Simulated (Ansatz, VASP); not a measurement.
## PbS: VASP beside Ansatz

```xyz
2
Lattice="0.0000 2.9657 2.9657 2.9657 0.0000 2.9657 2.9657 2.9657 0.0000" Properties=species:S:1:pos:R:3 pbc="T T T"
Pb    0.0000    0.0000    0.0000
S     2.9657    2.9657    2.9657
```

Alike in both runs: task relaxation of cell and atoms; functional BLYP; k mesh 8 × 8 × 8; occupations fermi-dirac, width 0.05 eV; no spin polarisation.

|  | VASP | Ansatz |
| --- | --- | --- |
| version | VASP 6.6.1 | Ansatz 0.2.0 |
| potentials or method | VASP PAW PBE potentials, release 64 (Pb_d, S) | Ansatz PAW |
| plane-wave cutoff (eV) | 600 | 420 |
| valence electrons in the cell | 20 | 20 |

VASP gave:

| Property | Result |
| --- | --- |
| relaxed volume (Å³/atom) | 28.91 |
| relaxed cell length with the largest relative difference (Å) | 4.341 |

Problem. Which values does Ansatz return?

Solution. Relaxed volume (Å³/atom): 28.90; relaxed cell length with the largest relative difference (Å): 4.340.

VASP's potentials were made for PBE, not for BLYP.

Neither program's run includes spin-orbit coupling. Noted on Ansatz's run: the plane-wave basis is chosen anew once the cell has moved, so the energies of steps on either side of that aren't comparable.
